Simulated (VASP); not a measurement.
Wanted: the native input for a VASP 6.6.1 run.

- Task: single point
- Functional: r2SCAN
- Dispersion: rVV10
- Potentials or basis: VASP PAW PBE potentials, release 64 (Si, O)
- Cutoff: 660 eV
- k mesh: 6 × 6 × 6
- Occupations: fermi-dirac, width 0.05 eV
- Spin: no spin polarisation
- Dipole correction: no
- Further INCAR settings: ALGO = Normal; EDIFF = 1e-06; NBANDS = 44

SiO2:

```
CELL_PARAMETERS angstrom
-4.46460 4.46460 2.61461
4.46460 -4.46460 2.61461
4.46460 4.46460 -2.61461
ATOMIC_POSITIONS crystal
Si 0.82300 0.82300 0.64600
Si 0.17700 0.82300 0.00000
Si 0.82300 0.17700 0.00000
Si 0.17700 0.17700 0.35400
O 0.00000 0.79092 0.79092
O 0.20908 0.00000 0.20908
O 0.79092 0.00000 0.79092
O 0.00000 0.20908 0.20908
O 0.00000 0.00000 0.50000
O 0.50000 0.00000 0.00000
O 0.00000 0.50000 0.00000
O 0.50000 0.50000 0.50000
```

One way to write it, as run:

POSCAR

```
SiO2
1.0
   -4.4645958070      4.4645958070      2.6146086638
    4.4645958070     -4.4645958070      2.6146086638
    4.4645958070      4.4645958070     -2.6146086638
Si O
4 8
Direct
    0.8230009474      0.8230009474      0.6460018948
    0.1769990526      0.8230009474      0.0000000000
    0.8230009474      0.1769990526      0.0000000000
    0.1769990526      0.1769990526      0.3539981052
    0.0000000000      0.7909168139      0.7909168139
    0.2090831861      0.0000000000      0.2090831861
    0.7909168139      0.0000000000      0.7909168139
    0.0000000000      0.2090831861      0.2090831861
    0.0000000000      0.0000000000      0.5000000000
    0.5000000000      0.0000000000      0.0000000000
    0.0000000000      0.5000000000      0.0000000000
    0.5000000000      0.5000000000      0.5000000000
```

INCAR.step1

```
PREC     = Accurate       # precision mode
ENCUT    = 660            # plane-wave cutoff, eV
ISMEAR   = -1             # smearing method
SIGMA    = 0.05           # smearing width, eV
LREAL    = F              # projectors in reciprocal space
LASPH    = T              # aspherical terms in the spheres
NELM     = 120            # most SCF steps
NBANDS   = 44             # bands
GGA      = PE             # functional
ALGO     = Normal         # electronic algorithm
EDIFF    = 1E-5           # SCF threshold, eV
LWAVE    = T              # write WAVECAR
LCHARG   = F              # write CHGCAR
GGA_COMPAT= F
```

INCAR.step2

```
PREC     = Accurate       # precision mode
ENCUT    = 660            # plane-wave cutoff, eV
EDIFF    = 1E-6           # SCF threshold, eV
ISMEAR   = -1             # smearing method
SIGMA    = 0.05           # smearing width, eV
LREAL    = F              # projectors in reciprocal space
LASPH    = T              # aspherical terms in the spheres
NELM     = 120            # most SCF steps
ALGO     = Normal         # electronic algorithm
ISIF     = 2              # what is computed and relaxed
LWAVE    = F              # write WAVECAR
LCHARG   = F              # write CHGCAR
METAGGA  = R2SCAN         # meta-GGA
LMIXTAU  = T            
LUSE_VDW = T            
IVDW_NL  = 2            
BPARAM   = 11.95        
CPARAM   = 0.0093       
NBANDS   = 44             # bands
ISTART   = 1            
GGA_COMPAT= F
```

KPOINTS

```
Automatic mesh
0
Gamma
  6 6 6
```

Potentials or basis: VASP PAW PBE potentials, release 64 (Si, O).

Command:

```bash
$ cat potpaw_PBE.64/Si/POTCAR potpaw_PBE.64/O/POTCAR > POTCAR
$ cp INCAR.step1 INCAR
$ mpirun -np 1 vasp_std > vasp.out
$ cp INCAR.step2 INCAR
$ mpirun -np 1 vasp_std > vasp.out
```

Results of the run:

```json
{
 "Pressure": "-0.1 GPa",
 "Largest force": "0.033 eV/Å",
 "Band gap on the k mesh": "5.89 eV"
}
```

Caveat: the PAW data sets were made with another functional, which shifts forces and pressure a little.

Wall time 35 min on 1 thread of Intel(R) Xeon(R) Platinum 8375C CPU @ 2.90GHz (Ice Lake) (shared host), peak memory 1.4 GiB.
